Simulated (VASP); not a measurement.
# HfGe (P-6m2) in VASP: notebook

The runs below take HfGe through single point, with PBE+U, PBE.

All numbers are computed with VASP 6.6.1; they aren't measurements. Logs are shortened: lines on timing, memory, paths and dates and some standing lists are left out, and cuts for length are marked.

## Step 1: The cell of the first run

It takes space group P-6m2 (No. 187, hexagonal). Conventional cell: a = 3.934 Å, b = 3.934 Å, c = 3.510 Å, α = 90.00°, β = 90.00°, γ = 120.00°. Hf (site symmetry -6m2) has 3 Ge at 2.27 Å within 3.0 Å. Within 3.0 Å of Ge (site symmetry -6m2) lie 3 Hf at 2.27 Å.

## Step 2: Single point, PBE+U

The input, INCAR:

```
  PREC = Accurate
  ENCUT = 520
  EDIFF = 1E-7
  ISMEAR = 1
  SIGMA = 0.1
  LREAL = False
  LASPH = True
  NELM = 150
  ALGO = Normal
  ISIF = 2
  LWAVE = False
  LCHARG = False
  LMAXMIX = 4
  LDAU = True
  LDAUTYPE = 2
  LDAUL = 2 -1
  LDAUU = 3.5 0
  LDAUJ = 0 0
  LDAUPRINT = 1
  GGA = PE
  NBANDS = 19
```

The input, KPOINTS:

```
Automatic mesh
0
Gamma
  7 7 6
```

The input, POSCAR:

```
HfGe
1.0
    3.9335093900      0.0000000000      0.0000000000
   -1.9667546900      3.4065190500      0.0000000000
    0.0000000000      0.0000000000      3.5096193900
Hf Ge
1 1
Direct
    0.0000000000      0.0000000000      0.5000000000
    0.3333333300      0.6666666700      0.5000000000
```

Potentials or basis: VASP PAW PBE potentials, release 64 (Hf_pv, Ge_d).

Run with:

```sh
> cat potpaw_PBE.64/Hf_pv/POTCAR potpaw_PBE.64/Ge_d/POTCAR > POTCAR
> mpirun -np 1 vasp_std > vasp.out
```

OUTCAR:

```text
PREC = Accurate
   ENCUT = 520
   EDIFF = 1E-7
   ISMEAR = 1
   LREAL = False
   LASPH = True
   NELM = 150
   ISIF = 2
   GGA = PE

 ion  position               nearest neighbor table
   1  0.000  0.000  0.500-   2 2.27   2 2.27   2 2.27
   2  0.333  0.667  0.500-   1 2.27   1 2.27   1 2.27

  LATTYP: Found a hexagonal cell.
 ALAT       =     3.9335093900
 C/A-ratio  =     0.8922361795

  Lattice vectors:

 A1 = (   3.9335093900,   0.0000000000,   0.0000000000)
 A2 = (  -1.9667546900,   3.4065190500,   0.0000000000)
 A3 = (   0.0000000000,   0.0000000000,   3.5096193900)

Analysis of symmetry for initial positions (statically):
=====================================================================
 Subroutine PRICEL returns:
 Original cell was already a primitive cell.

 Routine SETGRP: Setting up the symmetry group for a
 hexagonal supercell.

 Subroutine GETGRP returns: Found 12 space group operations
 (whereof 12 operations were pure point group operations)
 out of a pool of 24 trial point group operations.

The static configuration has the point symmetry D_3h.

Analysis of symmetry for dynamics (positions and initial velocities):
=====================================================================
 Subroutine PRICEL returns:
 Original cell was already a primitive cell.

 Routine SETGRP: Setting up the symmetry group for a
 hexagonal supercell.

 Subroutine GETGRP returns: Found 12 space group operations
 (whereof 12 operations were pure point group operations)
 out of a pool of 24 trial point group operations.

The dynamic configuration has the point symmetry D_3h.

 Subroutine INISYM returns: Found 12 space group operations
 (whereof 12 operations are pure point group operations),
 and found     1 'primitive' translations

----------------------------------------------------------------------------------------

                                     Primitive cell

  volume of cell :      47.0274

  direct lattice vectors                    reciprocal lattice vectors
     3.933509390  0.000000000  0.000000000     0.254225909  0.146777397  0.000000000
    -1.966754690  3.406519050  0.000000000     0.000000000  0.293554795  0.000000000
     0.000000000  0.000000000  3.509619390     0.000000000  0.000000000  0.284931182

  length of vectors
     3.933509390  3.933509381  3.509619390     0.293554794  0.293554795  0.284931182

  position of ions in fractional coordinates (direct lattice)
     0.000000000  0.000000000  0.500000000
     0.333333330  0.666666670  0.500000000

  ion indices of the primitive-cell ions
   primitive index   ion index
                 1           1
                 2           2

----------------------------------------------------------------------------------------

 KPOINTS: Automatic mesh

Automatic generation of k-mesh.
 Grid dimensions read from file:
 generate k-points for:    7    7    6

 Generating k-lattice:

  Cartesian coordinates                     Fractional coordinates (reciprocal lattice)
     0.036317987  0.020968200  0.000000000     0.142857143 -0.000000000  0.000000000
     0.000000000  0.041936399  0.000000000     0.000000000  0.142857143  0.000000000
     0.000000000  0.000000000  0.047488530     0.000000000  0.000000000  0.166666667

  Length of vectors
     0.041936399  0.041936399  0.047488530

  Shift w.r.t. Gamma in fractional coordinates (k-lattice)
     0.000000000  0.000000000  0.000000000

 Subroutine IBZKPT returns following result:
 ===========================================

 Found     32 irreducible k-points:

 Following reciprocal coordinates:
            Coordinates               Weight
  0.000000  0.000000  0.000000      1.000000
  0.142857  0.000000  0.000000      6.000000
  0.285714  0.000000  0.000000      6.000000
  0.428571  0.000000  0.000000      6.000000
  0.142857  0.142857  0.000000      6.000000
  0.285714  0.142857  0.000000     12.000000
[... 16 lines left out ...]
  0.428571  0.142857  0.333333     12.000000
  0.285714  0.285714  0.333333     12.000000
 [... further k-points ...]
   k-points           NKPTS =     32   k-points in BZ     NKDIM =     32   number of bands    NBANDS=     19
   number of dos      NEDOS =    301   number of ions     NIONS =      2
   total plane-waves  NPLWV =  25200
   dimension x,y,z NGX =    30 NGY =   30 NGZ =   28
   dimension x,y,z NGXF=    60 NGYF=   60 NGZF=   56
   ions per type =               1   1
   NGX,Y,Z   is equivalent  to a cutoff of  12.68, 12.68, 13.26 a.u.
   NGXF,Y,Z  is equivalent  to a cutoff of  25.36, 25.36, 26.53 a.u.
 SYSTEM =  unknown system
   PREC   = accura    normal or accurate (medium, high low for compatibility)
   ISTART =      0    job   : 0-new  1-cont  2-samecut
   ICHARG =      2    charge: 1-file 2-atom 10-const
   ISPIN  =      1    spin polarized calculation?
   LNONCOLLINEAR =      F non collinear calculations
   LSORBIT =      F    spin-orbit coupling
   LASPH  =      T    aspherical Exc in radial PAW
   ENCUT  =  520.0 eV  38.22 Ry    6.18 a.u.   7.31  7.31  6.53*2*pi/ulx,y,z
   NELM   =    150;   NELMIN=  2; NELMDL= -5     # of ELM steps
   EDIFF  = 0.1E-06   stopping-criterion for ELM
   LREAL  =      F    real-space projection
   EDIFFG = 0.1E-05   stopping-criterion for IOM
   NSW    =      0    number of steps for IOM
   IBRION =     -1    ionic relax: 0-MD 1-quasi-New 2-CG
   NFREE  =      0    steps in history (QN), initial steepest desc. (CG)
   ISIF   =      2    stress and relaxation
   ISYM   =      2    0-nonsym 1-usesym 2-fastsym
   POTIM  = 0.5000    time-step for ionic-motion
   TEBEG  =    0.0;   TEEND  =   0.0 temperature during run
   PSTRESS=    0.0 pullay stress
   NELECT =      24.0000    total number of electrons
   NUPDOWN=      -1.0000    fix difference up-down
   EMIN   =  10.00;   EMAX   =-10.00  energy-range for DOS
   EFERMI =   0.00;   METHOD = LEGACY
   ISMEAR =     1;   SIGMA  =   0.10  broadening in eV -4-tet -1-fermi 0-gaus
   EFERMI_NEDOS =   21; number of points for ismear=-14 and -15
   IALGO  =     38    algorithm
   IMIX   =      4    mixing-type and parameters
     AMIX     =   0.40;   BMIX     =  1.00
     AMIX_MAG =   1.60;   BMIX_MAG =  1.00
  volume/ion in A,a.u.               =      23.51       158.68
  Fermi-wavevector in a.u.,A,eV,Ry     =   1.308263  2.472258 23.287063  1.711551
  Thomas-Fermi vector in A             =   2.438941
   LORBIT       =      0    0 simple, 1 ext, 2 COOP (PROOUT), +10 PAW based schemes
 LDA+U is selected, type is set to LDAUTYPE =  2
   angular momentum for each species LDAUL =     2   -1
   U (eV)           for each species LDAUU =   3.5  0.0
   J (eV)           for each species LDAUJ =   0.0  0.0
   GGA     = PE    functional components
   LHFCALC =     F    Hartree Fock is set to
   AEXX    =    0.0000 exact exchange contribution
   IVDW    =     0    specifies the selected vdW correction
   LEPSILON=     F    determine dielectric tensor
   LRPA    =     F    only Hartree local field effects (RPA)
 non-spin polarized calculation
 Methfessel and Paxton  Order N= 1 SIGMA  =   0.10
  energy-cutoff  :      520.00
  volume of cell :       47.03
 maximum number of plane-waves:      1291
 NGX is ok and might be reduce to    30
   NGX = 15   NGY = 15   NGZ = 13

atom =   1  type =  1  l = 2

 onsite density matrix

spin component  1

  0.2669  0.0000 -0.0000 -0.0000  0.0000
  0.0000  0.0755  0.0000  0.0000  0.0000
 -0.0000  0.0000  0.1997  0.0000 -0.0000
 -0.0000  0.0000  0.0000  0.0755 -0.0000
  0.0000  0.0000 -0.0000 -0.0000  0.2669

spin component  2

  0.2669  0.0000 -0.0000 -0.0000  0.0000
  0.0000  0.0755  0.0000  0.0000  0.0000
 -0.0000  0.0000  0.1997  0.0000 -0.0000
 -0.0000  0.0000  0.0000  0.0755 -0.0000
  0.0000  0.0000 -0.0000 -0.0000  0.2669

 occupancies and eigenvectors

  o =  0.0755  v =  0.0000 -0.9594 -0.0000  0.2822 -0.0000  0.0000  0.0000  0.0000  0.0000  0.0000      0.0000  0.0000  0.0000  0.0000  0.0000  0.0000  0.0000  0.0000  0.0000  0.0000
  o =  0.0755  v =  0.0000  0.0000  0.0000  0.0000  0.0000  0.0000 -0.9594 -0.0000  0.2822 -0.0000      0.0000  0.0000  0.0000  0.0000  0.0000  0.0000  0.0000  0.0000  0.0000  0.0000
  o =  0.0755  v =  0.0000  0.2822  0.0000  0.9594  0.0000  0.0000  0.0000  0.0000  0.0000  0.0000      0.0000  0.0000  0.0000  0.0000  0.0000  0.0000  0.0000  0.0000  0.0000  0.0000
  o =  0.0755  v =  0.0000  0.0000  0.0000  0.0000  0.0000  0.0000  0.2822  0.0000  0.9594  0.0000      0.0000  0.0000  0.0000  0.0000  0.0000  0.0000  0.0000  0.0000  0.0000  0.0000
  o =  0.1997  v =  0.0000  0.0000  0.0000  0.0000  0.0000  0.0000 -0.0000  1.0000  0.0000  0.0000      0.0000  0.0000  0.0000  0.0000  0.0000  0.0000  0.0000  0.0000  0.0000  0.0000
  o =  0.1997  v =  0.0000 -0.0000  1.0000  0.0000  0.0000  0.0000  0.0000  0.0000  0.0000  0.0000      0.0000  0.0000  0.0000  0.0000  0.0000  0.0000  0.0000  0.0000  0.0000  0.0000
  o =  0.2669  v =  0.9958  0.0000 -0.0000 -0.0000 -0.0916  0.0000  0.0000  0.0000  0.0000  0.0000      0.0000  0.0000  0.0000  0.0000  0.0000  0.0000  0.0000  0.0000  0.0000  0.0000
  o =  0.2669  v =  0.0000  0.0000  0.0000  0.0000  0.0000  0.9958  0.0000 -0.0000 -0.0000 -0.0916      0.0000  0.0000  0.0000  0.0000  0.0000  0.0000  0.0000  0.0000  0.0000  0.0000
  o =  0.2669  v =  0.0916 -0.0000 -0.0000 -0.0000  0.9958  0.0000  0.0000  0.0000  0.0000  0.0000      0.0000  0.0000  0.0000  0.0000  0.0000  0.0000  0.0000  0.0000  0.0000  0.0000
  o =  0.2669  v =  0.0000  0.0000  0.0000  0.0000  0.0000  0.0916 -0.0000 -0.0000 -0.0000  0.9958      0.0000  0.0000  0.0000  0.0000  0.0000  0.0000  0.0000  0.0000  0.0000  0.0000

 number of electron      23.9999994 magnetization

 Free energy of the ion-electron system (eV)
  ---------------------------------------------------
  ext. energy  EPLUGINS =         0.00000000
  ---------------------------------------------------
  free energy    TOTEN  =        -7.92310923 eV

  energy without entropy =       -7.92303805  energy(sigma->0) =       -7.92308550

 E-fermi :   4.3228     XC(G=0): -10.2480

 val. band max:        4.3153153401   @ k =   0.4286   0.0000   0.3333
 cond. band min:       4.3669971157   @ k =   0.4286   0.1429   0.1667
 fundamental gap:      0.0516817756
 Fermi energy:         4.3228227172

 k-point     1 :       0.0000    0.0000    0.0000
  band No.  band energies     occupation
      1     -27.2100      2.00000
      2     -27.2100      2.00000
      3     -27.1101      2.00000
      4     -19.5998      2.00000
      5     -19.5628      2.00000
      6     -19.5628      2.00000
[... 505 lines left out ...]
      6     -19.5709      2.00000
[... 11 lines left out ...]
     18      11.4571      0.00000
     19      13.5114      0.00000

 [... further k-points ...]

------------------------ aborting loop because EDIFF is reached ----------------------------------------

  FORCE on cell =-STRESS in cart. coord.  units (eV):
  Direction    XX          YY          ZZ          XY          YZ          ZX
  --------------------------------------------------------------------------------------
  -------------------------------------------------------------------------------------
  Total       20.1754780     20.1754779     -2.0243677      0.0000000     -0.0000000      0.0000000
  in kB      687.3586176    687.3586145    -68.9682090      0.0000010     -0.0000000      0.0000000
  external PRESSURE =     435.2496743 kB  Pullay stress =       0.0000000 kB

 VOLUME and BASIS-vectors are now :
 -----------------------------------------------------------------------------
  energy-cutoff  :      520.00
  volume of cell :       47.03
      direct lattice vectors                 reciprocal lattice vectors
     3.933509390  0.000000000  0.000000000     0.254225909  0.146777397  0.000000000
    -1.966754690  3.406519050  0.000000000     0.000000000  0.293554795  0.000000000
     0.000000000  0.000000000  3.509619390     0.000000000  0.000000000  0.284931182

 POSITION                                       TOTAL-FORCE (eV/Angst)
 -----------------------------------------------------------------------------------
      0.00000      0.00000      1.75481         0.000000      0.000000      0.000000
     -0.00000      2.27101      1.75481        -0.000000     -0.000000      0.000000
 -----------------------------------------------------------------------------------
    total drift:                                0.000013     -0.000007     -0.000000

  FREE ENERGIE OF THE ION-ELECTRON SYSTEM (eV)
  ---------------------------------------------------
  free  energy   TOTEN  =        -7.9231092308 eV

  energy  without entropy=       -7.9230380510  energy(sigma->0) =       -7.92308550
```

It took 15 s on 1 thread of Intel Xeon 6975P-C (Granite Rapids), shared host; peak memory 0.18 GiB.

What came out:

```yaml
Free_energy: -7.9231 eV
Pressure: 43.5 GPa
Band_gap_on_the_k_mesh: zero (bands 12 and 13 overlap by 0.48 eV)
```

Stress tensor (GPa, compression positive):
```
68.74  0.00  0.00
 0.00 68.74  0.00
 0.00  0.00 -6.90
```

Levels at points of the mesh, in eV from the Fermi level:
| k point | band 9 | band 10 | band 11 | band 12 | band 13 | band 14 | band 15 | band 16 |
| --- | --- | --- | --- | --- | --- | --- | --- | --- |
| (0.00, 0.00, 0.00) | -10.38 | -2.56 | -2.56 | -1.40 | 2.28 | 3.69 | 3.69 | 4.86 |
| (0.00, 0.00, 0.50) | -9.26 | -3.50 | -2.13 | -2.13 | 1.83 | 1.83 | 5.05 | 6.49 |

Eigenvalues of the final occupation matrices:
```csv
site,spin,trace,eigenvalues
site 1 d,1,0.88,0.08 0.08 0.20 0.27 0.27
site 1 d,2,0.88,0.08 0.08 0.20 0.27 0.27
```

Caveat: the cell stands under pressure; spin-orbit coupling is left out, which moves the levels of the heavy elements; U without spin polarisation on a metal has little footing; the U is typed as a test and isn't derived for this compound.

(Continued in part 2 of 2.)
